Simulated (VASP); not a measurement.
# MnPb3O8 (a cell with a defect) in VASP: single point with r2SCAN

Aim: the single point of MnPb3O8 (a cell with a defect) with r2SCAN.

Everything below comes from runs of VASP 6.6.1. Logs are shortened: lines on timing, memory, paths and dates and some standing lists are left out, and cuts for length are marked.

## 1. The cell of the first run

The cell holds a defect, 12 atoms: a = 4.957 Å, b = 4.957 Å, c = 6.773 Å, α = 90.00°, β = 90.00°, γ = 90.00°.

## 2. Single point, r2SCAN

POSCAR

```
MnPb3O8
1.0
    4.9568000000      0.0000000000      0.0000000000
    0.0000000000      4.9568000000      0.0000000000
    0.0000000000      0.0000000000      6.7732000000
Pb Mn O
3 1 8
Direct
    0.0000000000      0.0000000000      0.0000000000
    0.5000000000      0.5000000000      0.2500000000
    0.5000000000      0.5000000000      0.7500000000
    0.0000000000      0.0000000000      0.5000000000
    0.3090000000      0.3090000000      0.0000000000
    0.3090000000      0.3090000000      0.5000000000
    0.1910000000      0.8090000000      0.2500000000
    0.1910000000      0.8090000000      0.7500000000
    0.6910000000      0.6910000000      0.0000000000
    0.6910000000      0.6910000000      0.5000000000
    0.8090000000      0.1910000000      0.2500000000
    0.8090000000      0.1910000000      0.7500000000
```

INCAR.step1

```
SYSTEM = MnPb3O8
PREC = Accurate
ENCUT = 520
ISMEAR = 0
SIGMA = 0.05
LREAL = .False.
LASPH = .True.
NELM = 60
NBANDS = 64
GGA = PE
ALGO = Normal
EDIFF = 1E-4
LWAVE = .True.
LCHARG = .False.
```

INCAR.step2

```
SYSTEM = MnPb3O8
PREC = Accurate
ENCUT = 520
EDIFF = 1E-6
ISMEAR = 0
SIGMA = 0.05
LREAL = .False.
LASPH = .True.
NELM = 60
ALGO = Normal
ISIF = 2
LWAVE = .False.
LCHARG = .False.
METAGGA = R2SCAN
LMIXTAU = .True.
NBANDS = 64
ISTART = 1
```

KPOINTS

```
Automatic mesh
0
Gamma
  3 3 2
  0 0 0
```

Potentials or basis: VASP PAW PBE potentials, release 64 (Pb_d, Mn_pv, O).

On the command line:

```
> cat potpaw_PBE.64/Pb_d/POTCAR potpaw_PBE.64/Mn_pv/POTCAR potpaw_PBE.64/O/POTCAR > POTCAR
> cp INCAR.step1 INCAR
> mpirun -np 1 vasp_std > vasp.out
> cp INCAR.step2 INCAR
> mpirun -np 1 vasp_std > vasp.out
```

OUTCAR:

```text
SYSTEM = MnPb3O8
   PREC = Accurate
   ENCUT = 520
   EDIFF = 1E-6
   ISMEAR = 0
   LREAL = .False.
   LASPH = .True.
   NELM = 60
   ISIF = 2
   METAGGA = R2SCAN
   ISTART = 1

 ion  position               nearest neighbor table
   1  0.000  0.000  0.000-   7 2.16   8 2.16  11 2.16  12 2.16   5 2.17   9 2.17   4 3.39   4 3.39
                             2 3.89   3 3.89   2 3.89   3 3.89   2 3.89   3 3.89   2 3.89   3 3.89
   2  0.500  0.500  0.250-   5 2.16   6 2.16   9 2.16  10 2.16   7 2.17  11 2.17   3 3.39   3 3.39
                             1 3.89   1 3.89   1 3.89   1 3.89
   3  0.500  0.500  0.750-   5 2.16   6 2.16   9 2.16  10 2.16   8 2.17  12 2.17   2 3.39   2 3.39
                             1 3.89   1 3.89   1 3.89   1 3.89
   4  0.000  0.000  0.500-   7 2.16   8 2.16  11 2.16  12 2.16   6 2.17  10 2.17   1 3.39   1 3.39

   5  0.309  0.309  0.000-   2 2.16   3 2.16   1 2.17
   6  0.309  0.309  0.500-   2 2.16   3 2.16   4 2.17
   7  0.191  0.809  0.250-   1 2.16   4 2.16   2 2.17
   8  0.191  0.809  0.750-   1 2.16   4 2.16   3 2.17
   9  0.691  0.691  0.000-   2 2.16   3 2.16   1 2.17
  10  0.691  0.691  0.500-   2 2.16   3 2.16   4 2.17
  11  0.809  0.191  0.250-   1 2.16   4 2.16   2 2.17
  12  0.809  0.191  0.750-   1 2.16   4 2.16   3 2.17

  LATTYP: Found a simple tetragonal cell.
 ALAT       =     4.9568000000
 C/A-ratio  =     1.3664460943

  Lattice vectors:

 A1 = (   4.9568000000,   0.0000000000,   0.0000000000)
 A2 = (   0.0000000000,   4.9568000000,   0.0000000000)
 A3 = (   0.0000000000,   0.0000000000,   6.7732000000)

Analysis of symmetry for initial positions (statically):
=====================================================================
 Subroutine PRICEL returns:
 Original cell was already a primitive cell.

 Routine SETGRP: Setting up the symmetry group for a
 simple tetragonal supercell.

 Subroutine GETGRP returns: Found  8 space group operations
 (whereof  8 operations were pure point group operations)
 out of a pool of 16 trial point group operations.

The static configuration has the point symmetry D_2h.

Analysis of symmetry for dynamics (positions and initial velocities):
=====================================================================
 Subroutine PRICEL returns:
 Original cell was already a primitive cell.

 Routine SETGRP: Setting up the symmetry group for a
 simple tetragonal supercell.

 Subroutine GETGRP returns: Found  8 space group operations
 (whereof  8 operations were pure point group operations)
[... 118 lines left out ...]
   EMIN   =  10.00;   EMAX   =-10.00  energy-range for DOS
   EFERMI =   0.00;   METHOD = LEGACY
   ISMEAR =     0;   SIGMA  =   0.05  broadening in eV -4-tet -1-fermi 0-gaus
   EFERMI_NEDOS =   21; number of points for ismear=-14 and -15
   IALGO  =     38    algorithm
   IMIX   =      4    mixing-type and parameters
     AMIX     =   0.40;   BMIX     =  1.00
     AMIX_MAG =   1.60;   BMIX_MAG =  1.00
  volume/ion in A,a.u.               =      13.87        93.59
  Fermi-wavevector in a.u.,A,eV,Ry     =   1.395152  2.636456 26.483066  1.946450
  Thomas-Fermi vector in A             =   2.518632
   LORBIT       =      0    0 simple, 1 ext, 2 COOP (PROOUT), +10 PAW based schemes
   METAGGA = R2SCAN    functional components
   LHFCALC =     F    Hartree Fock is set to
   AEXX    =    0.0000 exact exchange contribution
   IVDW    =     0    specifies the selected vdW correction
   LEPSILON=     F    determine dielectric tensor
   LRPA    =     F    only Hartree local field effects (RPA)
 non-spin polarized calculation
 Gauss-broadening in eV      SIGMA  =   0.05
  energy-cutoff  :      520.00
  volume of cell :      166.42
 maximum number of plane-waves:      4510
 NGX is ok and might be reduce to    40
   NGX = 19   NGY = 19   NGZ = 25

 number of electron     103.0000000 magnetization

 Free energy of the ion-electron system (eV)
  ---------------------------------------------------
  ext. energy  EPLUGINS =         0.00000000
  ---------------------------------------------------
  free energy    TOTEN  =      -240.89881098 eV

  energy without entropy =     -240.88851789  energy(sigma->0) =     -240.89366443

 E-fermi :   3.4850     XC(G=0): -11.2277

 val. band max:        3.4519839223   @ k =   0.3333   0.3333   0.0000
 cond. band min:       3.5384718627   @ k =   0.3333   0.0000   0.0000
 fundamental gap:      0.0864879404
 Fermi energy:         3.4850383867

 k-point     1 :       0.0000    0.0000    0.0000
  band No.  band energies     occupation
      1     -47.2802      2.00000
      2     -46.4619      2.00000
      3     -46.3975      2.00000
      4     -16.0844      2.00000
      5     -15.6380      2.00000
      6     -15.6373      2.00000
[... 517 lines left out ...]
     62      12.1688      0.00000
     63      13.0411      0.00000
 [bands above 63 left out]

------------------------ aborting loop because EDIFF is reached ----------------------------------------

  FORCE on cell =-STRESS in cart. coord.  units (eV):
  Direction    XX          YY          ZZ          XY          YZ          ZX
  --------------------------------------------------------------------------------------
  -------------------------------------------------------------------------------------
  Total       -8.4059944     -8.4059944    -10.2273154     -1.5299075      0.0000000      0.0000000
  in kB      -80.9287789    -80.9287789    -98.4635609    -14.7291972      0.0000000      0.0000000
  external PRESSURE =     -86.7737062 kB  Pullay stress =       0.0000000 kB

 VOLUME and BASIS-vectors are now :
 -----------------------------------------------------------------------------
  energy-cutoff  :      520.00
  volume of cell :      166.42
      direct lattice vectors                 reciprocal lattice vectors
     4.956800000  0.000000000  0.000000000     0.201743060  0.000000000  0.000000000
     0.000000000  4.956800000  0.000000000     0.000000000  0.201743060  0.000000000
     0.000000000  0.000000000  6.773200000     0.000000000  0.000000000  0.147640702

 POSITION                                       TOTAL-FORCE (eV/Angst)
 -----------------------------------------------------------------------------------
      0.00000      0.00000      0.00000        -0.000000      0.000000      0.000000
      2.47840      2.47840      1.69330        -0.000000      0.000000     -0.003164
      2.47840      2.47840      5.07990        -0.000000      0.000000      0.003164
      0.00000      0.00000      3.38660        -0.000000      0.000000      0.000000
      1.53165      1.53165      0.00000        -0.109875     -0.109875      0.000000
      1.53165      1.53165      3.38660        -2.193169     -2.193169      0.000000
      0.94675      4.01005      1.69330        -1.000319      1.000319      1.976661
      0.94675      4.01005      5.07990        -1.000319      1.000319     -1.976661
      3.42515      3.42515      0.00000         0.109875      0.109875      0.000000
      3.42515      3.42515      3.38660         2.193169      2.193169      0.000000
      4.01005      0.94675      1.69330         1.000319     -1.000319      1.976661
      4.01005      0.94675      5.07990         1.000319     -1.000319     -1.976661
 -----------------------------------------------------------------------------------
    total drift:                                0.000000     -0.000000     -0.000000

  FREE ENERGIE OF THE ION-ELECTRON SYSTEM (eV)
  ---------------------------------------------------
  free  energy   TOTEN  =      -240.8988109786 eV

  energy  without entropy=     -240.8885178884  energy(sigma->0) =     -240.89366443
```

Wall time 6.5 min (1 thread of AMD EPYC 7R13 (Zen 3), shared host); peak memory 0.3 GiB.

Results:

| Property | Result |
| --- | --- |
| Free energy | -240.8988 eV |
| Pressure | -8.7 GPa |
| Largest force | 3.102 eV/Å |
| Band gap on the k mesh | zero (an odd number of electrons rules out a gap without spin polarisation) |

Forces in eV/Å, atoms in the order of the input:
```
Pb   0.000  0.000  0.000
Pb   0.000  0.000 -0.003
Pb   0.000  0.000  0.003
Mn   0.000  0.000  0.000
O   -0.110 -0.110  0.000
O   -2.193 -2.193  0.000
O   -1.000  1.000  1.977
O   -1.000  1.000 -1.977
O    0.110  0.110  0.000
O    2.193  2.193  0.000
O    1.000 -1.000  1.977
O    1.000 -1.000 -1.977
```

Stress tensor (GPa, compression positive):
```
-8.09 -1.47  0.00
-1.47 -8.09  0.00
 0.00  0.00 -9.85
```

Caveat: the k points lie up to 0.46 Å⁻¹ apart, too coarse for converged energies and pressures of a metal; the PAW data sets were made with another functional, which shifts forces and pressure a little; spin-orbit coupling is left out, which moves the levels of the heavy elements; an odd number of electrons without spin polarisation forces a metal; a magnetic or distorted state may lie lower; the run has no spin polarisation, though such a crystal can be magnetic; semilocal functionals often make such compounds metallic where correlation or magnetic order opens a gap, which also shifts bond lengths.
